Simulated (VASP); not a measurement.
**W: single point with PBE**

Crystal: W.

```
W
1.0
    -1.59178    1.59178    1.56790
     1.59178   -1.59178    1.56790
     1.59178    1.59178   -1.56790
W
1
Direct
  0.00000 0.00000 0.00000
```

This cell differs from its parent crystal: strain +0.000 along x and y, -0.015 along z.

| Property | Result |
| --- | --- |
| Program | VASP 6.6.1 |
| Task | single point |
| Functional | PBE |
| Potentials or basis | VASP PAW PBE potentials, release 64 (W_sv) |
| Cutoff | 520 eV |
| k mesh | 26 × 26 × 26 |
| Occupations | gaussian, width 0.15 eV |
| Spin | no spin polarisation |
| Dipole correction | no |
| Further INCAR settings | ALGO = Fast; EDIFF = 1e-06; NBANDS = 13 |

```
Pressure               : 5.3 GPa
Band gap on the k mesh : zero (band 7 reaches 16.54 eV, above the bottom of band 8 at 10.23 eV)
```

Stress tensor (GPa, compression positive):
```
3.67 0.00 0.00
0.00 3.67 0.00
0.00 0.00 8.56
```

Levels at points of the mesh, in eV from the Fermi level:
```tsv
k point	band 5	band 6	band 7	band 8	band 9	band 10
(0.00, 0.00, 0.00)	-9.63	-1.36	-1.16	-1.16	2.11	2.38
(0.50, 0.00, 0.00)	-6.27	-3.63	0.70	2.21	3.18	6.13
(0.50, 0.50, 0.00)	-6.27	-3.42	0.58	1.96	3.03	6.09
(0.50, 0.50, 0.50)	-5.84	-5.80	5.12	5.12	5.18	8.08
```

Wall time 2.8 min on 1 thread of Intel(R) Xeon(R) Platinum 8259CL CPU @ 2.50GHz (Skylake/Cascade Lake), on a shared host, peak memory 0.35 GiB.

Caveat: the cell differs from its parent crystal (strain +0.000 along x and y, -0.015 along z); spin-orbit coupling is left out, which moves the levels of the heavy elements.
